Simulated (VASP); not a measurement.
# Rb3RhCl6 (Fm-3m) in VASP: single point with r2SCAN

Aim: the single point of Rb3RhCl6 with r2SCAN.

Everything below comes from runs of VASP 6.6.1. Logs are shortened: lines on timing, memory, paths and dates and some standing lists are left out, and cuts for length are marked.

## 1. The cell of the first run

It takes space group Fm-3m (No. 225, cubic). Conventional cell: a = 10.647 Å, b = 10.647 Å, c = 10.647 Å, α = 90.00°, β = 90.00°, γ = 90.00°. Within 5.0 Å of Rb (site symmetry -43m) lie 12 Cl at 3.77 Å and 4 Rb at 4.61 Å and 4 Rh at 4.61 Å. Within 3.8 Å of Rb (site symmetry m-3m) lie 6 Cl at 2.88 Å. Cl (site symmetry 4mm) has 1 Rh at 2.45 Å and 1 Rb at 2.88 Å within 3.2 Å. Within 3.2 Å of Rh (site symmetry m-3m) lie 6 Cl at 2.45 Å.

## 2. Single point, r2SCAN

POSCAR

```
Rb3RhCl6
1.0
    0.0000000000      5.3234620000      5.3234620000
    5.3234620000      0.0000000000      5.3234620000
    5.3234620000      5.3234620000      0.0000000000
Rb Cl Rh
3 6 1
Direct
    0.2500000000      0.2500000000      0.2500000000
    0.7500000000      0.7500000000      0.7500000000
    0.5000000000      0.5000000000      0.5000000000
    0.2299000000      0.7701000000      0.7701000000
    0.7701000000      0.2299000000      0.7701000000
    0.7701000000      0.2299000000      0.2299000000
    0.2299000000      0.7701000000      0.2299000000
    0.7701000000      0.7701000000      0.2299000000
    0.2299000000      0.2299000000      0.7701000000
    0.0000000000      0.0000000000      0.0000000000
```

INCAR.step1

```
PREC = Accurate
ENCUT = 520
ISMEAR = -1
SIGMA = 0.1
LREAL = False
LASPH = True
NELM = 60
NBANDS = 53
GGA = PE
ALGO = Normal
EDIFF = 1E-4
LWAVE = True
LCHARG = False
```

INCAR.step2

```
PREC = Accurate
ENCUT = 520
EDIFF = 1E-6
ISMEAR = -1
SIGMA = 0.1
LREAL = False
LASPH = True
NELM = 60
ALGO = Normal
ISIF = 2
LWAVE = False
LCHARG = True
METAGGA = R2SCAN
LMIXTAU = True
LELF = True
LVHAR = True
NBANDS = 53
ISTART = 1
```

KPOINTS

```
Automatic mesh
0
Gamma
  4 4 4
```

Potentials or basis: VASP PAW PBE potentials, release 64 (Rb_sv, Cl, Rh_pv).

Command:

```console
> cat potpaw_PBE.64/Rb_sv/POTCAR potpaw_PBE.64/Cl/POTCAR potpaw_PBE.64/Rh_pv/POTCAR > POTCAR
> cp INCAR.step1 INCAR
> mpirun -np 1 vasp_std > vasp.out
> cp INCAR.step2 INCAR
> mpirun -np 1 vasp_std > vasp.out
```

OUTCAR:

```text
PREC = Accurate
   ENCUT = 520
   EDIFF = 1E-6
   ISMEAR = -1
   LREAL = False
   LASPH = True
   NELM = 60
   ISIF = 2
   METAGGA = R2SCAN
   ISTART = 1

 ion  position               nearest neighbor table
   1  0.250  0.250  0.250-   5 3.77   6 3.77   8 3.77   4 3.77   7 3.77   8 3.77   4 3.77   5 3.77
                             9 3.77   6 3.77   7 3.77   9 3.77   3 4.61   3 4.61   3 4.61   3 4.61
   2  0.750  0.750  0.750-   4 3.77   5 3.77   8 3.77   6 3.77   7 3.77   8 3.77   5 3.77   6 3.77
                             9 3.77   4 3.77   7 3.77   9 3.77   3 4.61   3 4.61   3 4.61   3 4.61
   3  0.500  0.500  0.500-   4 2.88   5 2.88   6 2.88   7 2.88   8 2.88   9 2.88   1 4.61   2 4.61
                             1 4.61   1 4.61   1 4.61   2 4.61   2 4.61   2 4.61
   4  0.230  0.770  0.770-  10 2.45   3 2.88   2 3.77   2 3.77   1 3.77   1 3.77
   5  0.770  0.230  0.770-  10 2.45   3 2.88   2 3.77   2 3.77   1 3.77   1 3.77
   6  0.770  0.230  0.230-  10 2.45   3 2.88   1 3.77   2 3.77   2 3.77   1 3.77
   7  0.230  0.770  0.230-  10 2.45   3 2.88   1 3.77   2 3.77   2 3.77   1 3.77
   8  0.770  0.770  0.230-  10 2.45   3 2.88   2 3.77   2 3.77   1 3.77   1 3.77
   9  0.230  0.230  0.770-  10 2.45   3 2.88   1 3.77   2 3.77   2 3.77   1 3.77
  10  0.000  0.000  0.000-   4 2.45   5 2.45   6 2.45   7 2.45   8 2.45   9 2.45

  LATTYP: Found a face centered cubic cell.
 ALAT       =    10.6469240000

  Lattice vectors:

 A1 = (   0.0000000000,   5.3234620000,   5.3234620000)
 A2 = (   5.3234620000,   0.0000000000,   5.3234620000)
 A3 = (   5.3234620000,   5.3234620000,   0.0000000000)

Analysis of symmetry for initial positions (statically):
=====================================================================
 Subroutine PRICEL returns:
 Original cell was already a primitive cell.

 Routine SETGRP: Setting up the symmetry group for a
 face centered cubic supercell.

 Subroutine GETGRP returns: Found 48 space group operations
 (whereof 48 operations were pure point group operations)
 out of a pool of 48 trial point group operations.

The static configuration has the point symmetry O_h .

Analysis of symmetry for dynamics (positions and initial velocities):
=====================================================================
 Subroutine PRICEL returns:
 Original cell was already a primitive cell.

 Routine SETGRP: Setting up the symmetry group for a
 face centered cubic supercell.

 Subroutine GETGRP returns: Found 48 space group operations
 (whereof 48 operations were pure point group operations)
 out of a pool of 48 trial point group operations.

The dynamic configuration has the point symmetry O_h .

 Subroutine INISYM returns: Found 48 space group operations
 (whereof 48 operations are pure point group operations),
 and found     1 'primitive' translations

----------------------------------------------------------------------------------------

                                     Primitive cell

  volume of cell :     301.7258

  direct lattice vectors                    reciprocal lattice vectors
     0.000000000  5.323462000  5.323462000    -0.093923841  0.093923841  0.093923841
     5.323462000  0.000000000  5.323462000     0.093923841 -0.093923841  0.093923841
     5.323462000  5.323462000  0.000000000     0.093923841  0.093923841 -0.093923841

  length of vectors
     7.528512159  7.528512159  7.528512159     0.162680865  0.162680865  0.162680865

  position of ions in fractional coordinates (direct lattice)
     0.250000000  0.250000000  0.250000000
     0.750000000  0.750000000  0.750000000
     0.500000000  0.500000000  0.500000000
     0.229900000  0.770100000  0.770100000
     0.770100000  0.229900000  0.770100000
     0.770100000  0.229900000  0.229900000
     0.229900000  0.770100000  0.229900000
     0.770100000  0.770100000  0.229900000
     0.229900000  0.229900000  0.770100000
     0.000000000  0.000000000  0.000000000

  ion indices of the primitive-cell ions
   primitive index   ion index
                 1           1
                 2           2
                 3           3
                 4           4
                 5           5
                 6           6
                 7           7
                 8           8
                 9           9
                10          10

----------------------------------------------------------------------------------------

 KPOINTS: Automatic mesh

Automatic generation of k-mesh.
 Grid dimensions read from file:
 generate k-points for:    4    4    4

 Generating k-lattice:

  Cartesian coordinates                     Fractional coordinates (reciprocal lattice)
    -0.023480960  0.023480960  0.023480960     0.250000000  0.000000000  0.000000000
     0.023480960 -0.023480960  0.023480960     0.000000000  0.250000000  0.000000000
     0.023480960  0.023480960 -0.023480960     0.000000000  0.000000000  0.250000000

  Length of vectors
     0.040670216  0.040670216  0.040670216

  Shift w.r.t. Gamma in fractional coordinates (k-lattice)
     0.000000000  0.000000000  0.000000000

 Subroutine IBZKPT returns following result:
 ===========================================

 Found      8 irreducible k-points:

 Following reciprocal coordinates:
            Coordinates               Weight
  0.000000  0.000000  0.000000      1.000000
  0.250000  0.000000  0.000000      8.000000
  0.500000  0.000000  0.000000      4.000000
  0.250000  0.250000  0.000000      6.000000
  0.500000  0.250000  0.000000     24.000000
 -0.250000  0.250000  0.000000     12.000000
  0.500000  0.500000  0.000000      3.000000
 -0.250000  0.500000  0.250000      6.000000
   k-points           NKPTS =      8   k-points in BZ     NKDIM =      8   number of bands    NBANDS=     53
   number of dos      NEDOS =    301   number of ions     NIONS =     10
   total plane-waves  NPLWV = 175616
   dimension x,y,z NGX =    56 NGY =   56 NGZ =   56
   dimension x,y,z NGXF=   112 NGYF=  112 NGZF=  112
   ions per type =               3   6   1
   NGX,Y,Z   is equivalent  to a cutoff of  12.37, 12.37, 12.37 a.u.
   NGXF,Y,Z  is equivalent  to a cutoff of  24.73, 24.73, 24.73 a.u.
 SYSTEM =  unknown system
   PREC   = accura    normal or accurate (medium, high low for compatibility)
   ISTART =      1    job   : 0-new  1-cont  2-samecut
   ICHARG =      0    charge: 1-file 2-atom 10-const
   ISPIN  =      1    spin polarized calculation?
   LNONCOLLINEAR =      F non collinear calculations
   LSORBIT =      F    spin-orbit coupling
   LASPH  =      T    aspherical Exc in radial PAW
   ENCUT  =  520.0 eV  38.22 Ry    6.18 a.u.  14.00 14.00 14.00*2*pi/ulx,y,z
   NELM   =     60;   NELMIN=  2; NELMDL=  0     # of ELM steps
   EDIFF  = 0.1E-05   stopping-criterion for ELM
   LREAL  =      F    real-space projection
[... 7 lines left out ...]
   TEBEG  =    0.0;   TEEND  =   0.0 temperature during run
   PSTRESS=    0.0 pullay stress
   NELECT =      84.0000    total number of electrons
   NUPDOWN=      -1.0000    fix difference up-down
   EMIN   =  10.00;   EMAX   =-10.00  energy-range for DOS
   EFERMI =   0.00;   METHOD = LEGACY
   ISMEAR =    -1;   SIGMA  =   0.10  broadening in eV -4-tet -1-fermi 0-gaus
   EFERMI_NEDOS =   21; number of points for ismear=-14 and -15
   IALGO  =     38    algorithm
   IMIX   =      4    mixing-type and parameters
     AMIX     =   0.40;   BMIX     =  1.00
     AMIX_MAG =   1.60;   BMIX_MAG =  1.00
  volume/ion in A,a.u.               =      30.17       203.61
  Fermi-wavevector in a.u.,A,eV,Ry     =   1.068966  2.020052 15.547210  1.142688
  Thomas-Fermi vector in A             =   2.204630
   LORBIT       =      0    0 simple, 1 ext, 2 COOP (PROOUT), +10 PAW based schemes
   METAGGA = R2SCAN    functional components
   LHFCALC =     F    Hartree Fock is set to
   AEXX    =    0.0000 exact exchange contribution
   IVDW    =     0    specifies the selected vdW correction
   LEPSILON=     F    determine dielectric tensor
   LRPA    =     F    only Hartree local field effects (RPA)
 non-spin polarized calculation
  energy-cutoff  :      520.00
  volume of cell :      301.73
 maximum number of plane-waves:      8144
   NGX = 27   NGY = 27   NGZ = 27

 number of electron      84.0000010 magnetization

 Free energy of the ion-electron system (eV)
  ---------------------------------------------------
  ext. energy  EPLUGINS =         0.00000000
  ---------------------------------------------------
  free energy    TOTEN  =      -118.38737162 eV

  energy without entropy =     -118.38712883  energy(sigma->0) =     -118.38725022

 E-fermi :   0.7130     XC(G=0):  -8.4279

 val. band max:       -0.2688814223   @ k =   0.5000   0.5000   0.0000
 cond. band min:       1.5515284173   @ k =   0.5000   0.5000   0.0000
 fundamental gap:      1.8204098396
 Fermi energy:         0.7129712475

 k-point     1 :       0.0000    0.0000    0.0000
  band No.  band energies     occupation
      1     -47.3262      2.00000
      2     -47.3262      2.00000
      3     -47.3262      2.00000
      4     -26.3610      2.00000
      5     -26.3588      2.00000
      6     -25.6762      2.00000
[... 45 lines left out ...]
     52       7.2135      0.00000
     53       7.2135      0.00000

 k-point     2 :       0.2500    0.0000    0.0000
  band No.  band energies     occupation
      1     -47.3262      2.00000
      2     -47.3262      2.00000
      3     -47.3262      2.00000
      4     -26.3606      2.00000
      5     -26.3591      2.00000
      6     -25.6762      2.00000
[... 45 lines left out ...]
     52       7.6267      0.00000
     53       7.6267      0.00000
[... 278 lines left out ...]
     52       8.1323      0.00000
     53       8.2663      0.00000

 k-point     8 :      -0.2500    0.5000    0.2500
  band No.  band energies     occupation
      1     -47.3262      2.00000
      2     -47.3262      2.00000
      3     -47.3262      2.00000
      4     -26.3598      2.00000
      5     -26.3598      2.00000
      6     -25.6763      2.00000
[... 45 lines left out ...]
     52       7.9526      0.00000
     53       8.0196      0.00000

------------------------ aborting loop because EDIFF is reached ----------------------------------------

  FORCE on cell =-STRESS in cart. coord.  units (eV):
  Direction    XX          YY          ZZ          XY          YZ          ZX
  --------------------------------------------------------------------------------------
  -------------------------------------------------------------------------------------
  Total       -2.1415798     -2.1415798     -2.1415798      0.0000000     -0.0000000     -0.0000000
  in kB      -11.3718828    -11.3718828    -11.3718828      0.0000000     -0.0000000     -0.0000000
  external PRESSURE =     -11.3718828 kB  Pullay stress =       0.0000000 kB

 VOLUME and BASIS-vectors are now :
 -----------------------------------------------------------------------------
  energy-cutoff  :      520.00
  volume of cell :      301.73
      direct lattice vectors                 reciprocal lattice vectors
     0.000000000  5.323462000  5.323462000    -0.093923841  0.093923841  0.093923841
     5.323462000  0.000000000  5.323462000     0.093923841 -0.093923841  0.093923841
     5.323462000  5.323462000  0.000000000     0.093923841  0.093923841 -0.093923841

 POSITION                                       TOTAL-FORCE (eV/Angst)
 -----------------------------------------------------------------------------------
      2.66173      2.66173      2.66173         0.000000     -0.000000     -0.000000
      7.98519      7.98519      7.98519        -0.000000     -0.000000     -0.000000
      5.32346      5.32346      5.32346        -0.000000     -0.000000     -0.000000
      8.19920      5.32346      5.32346         1.432987     -0.000000      0.000000
      5.32346      8.19920      5.32346        -0.000000      1.432987      0.000000
      2.44773      5.32346      5.32346        -1.432987     -0.000000      0.000000
      5.32346      2.44773      5.32346        -0.000000     -1.432987      0.000000
      5.32346      5.32346      8.19920        -0.000000     -0.000000      1.432987
      5.32346      5.32346      2.44773        -0.000000     -0.000000     -1.432987
      0.00000      0.00000      0.00000        -0.000000     -0.000000     -0.000000
 -----------------------------------------------------------------------------------
    total drift:                                0.000000      0.000000     -0.000000

  FREE ENERGIE OF THE ION-ELECTRON SYSTEM (eV)
  ---------------------------------------------------
  free  energy   TOTEN  =      -118.3873716163 eV

  energy  without entropy=     -118.3871288307  energy(sigma->0) =     -118.38725022
```

It took 4.8 min on 1 thread of Intel Xeon 6975P-C (Granite Rapids), shared host; peak memory 0.51 GiB.

Results:

| Quantity | Value |
| --- | --- |
| Free energy | -118.3874 eV |
| Pressure | -1.1 GPa |
| Largest force | 1.433 eV/Å |
| Band gap on the k mesh | 1.82 eV |

Forces on the atoms (eV/Å):
```
Rb   0.000  0.000  0.000
Rb   0.000  0.000  0.000
Rb   0.000  0.000  0.000
Cl   1.433  0.000  0.000
Cl   0.000  1.433  0.000
Cl  -1.433  0.000  0.000
Cl   0.000 -1.433  0.000
Cl   0.000  0.000  1.433
Cl   0.000  0.000 -1.433
Rh   0.000  0.000  0.000
```

Caveat: the PAW data sets were made with another functional, which shifts forces and pressure a little. A k mesh can miss the band edges.
